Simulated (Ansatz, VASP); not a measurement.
# Ni3Pt in VASP and in Ansatz

```
CELL_PARAMETERS angstrom
3.53797 0.00000 0.00000
0.00000 3.53797 0.00000
0.00000 0.00000 3.53797
ATOMIC_POSITIONS crystal
Ni 0.50000 0.00000 0.50000
Ni 0.00000 0.50000 0.50000
Ni 0.50000 0.50000 0.00000
Pt 0.00000 0.00000 0.00000
```

Alike in both runs: task single point; functional LDA; k mesh 12 × 12 × 12; occupations gaussian, width 0.05 eV; collinear spin.

```csv
,VASP,Ansatz
version,VASP 6.6.1,Ansatz 0.2.0
potentials or method,"VASP PAW LDA potentials, release 64 (Ni, Pt), cutoff 520 eV","scalar-relativistic, plane waves, PAW"
valence electrons in the cell,40,72
```

Ansatz gave:

```
gap on the k mesh at the Fermi level (eV)                     : none
pressure (GPa)                                                : 5.6
net moment per atom (μB)                                      : 0.46
size of the moment on the site where the two differ most (μB) : 0.54
```

Question: Which values does VASP return?

Answer: gap on the k mesh at the Fermi level (eV): none; pressure (GPa): 5.7; net moment per atom (μB): 0.45; size of the moment on the site where the two differ most (μB): 0.51.

LDA's correlation is that of Perdew and Zunger in VASP and of Perdew and Wang (1992) in Ansatz. Site moments also hang on the region over which each program counts them. A gap of «none» marks a metal or a gap that the smearing closes. VASP's potentials hold 40 valence electrons a cell and Ansatz's 72, so a difference there can come from the potentials and not from the codes.

Spin-orbit coupling is off throughout.
